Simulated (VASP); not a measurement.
Here is a VASP 6.6.1 calculation.

The input INCAR:

```
SYSTEM = AlN
PREC = Accurate ; ENCUT = 520
EDIFF = 1E-7 ; ISMEAR = 0
SIGMA = 0.05 ; LREAL = .FALSE.
LASPH = .TRUE. ; NELM = 60
ALGO = Normal ; ISIF = 2
LWAVE = .FALSE. ; LCHARG = .FALSE.
GGA = PE ; NBANDS = 16
```

KPOINTS

```
regular mesh
0
G
  6 6 6
  0 0 0
```

The input POSCAR:

```
AlN
1.0
    0.0000000000     -2.1465290356     -2.1465290356
   -2.1465290356      0.0000000000     -2.1465290356
    2.1465290356      2.1465290356     -4.2930580711
Al N
2 2
Direct
    0.0009047453      0.0009047453     -0.0027142358
    0.4990952547      0.4990952547      0.5027142358
    0.3749709813      0.3749709813      0.8750870561
    0.8750290187      0.8750290187      0.3749129439
```

Potentials or basis: VASP PAW PBE potentials, release 64 (Al, N).

Run with:

```console
$ cat potpaw_PBE.64/Al/POTCAR potpaw_PBE.64/N/POTCAR > POTCAR
$ mpirun -np 1 vasp_std > vasp.out
```

Problem. What does it give for the largest force?

Solution. 0.503 eV/Å.

Problem. What does it give for the pressure?

Solution. 16.8 GPa.

Problem. What does it give for the band gap on the k mesh?

Solution. 3.31 eV.

Forces in eV/Å, atoms in the order of the input:
```
Al   0.279  0.279 -0.279
Al  -0.291 -0.291  0.291
N    0.018  0.018 -0.018
N   -0.006 -0.006  0.006
```

A k mesh can miss the band edges.
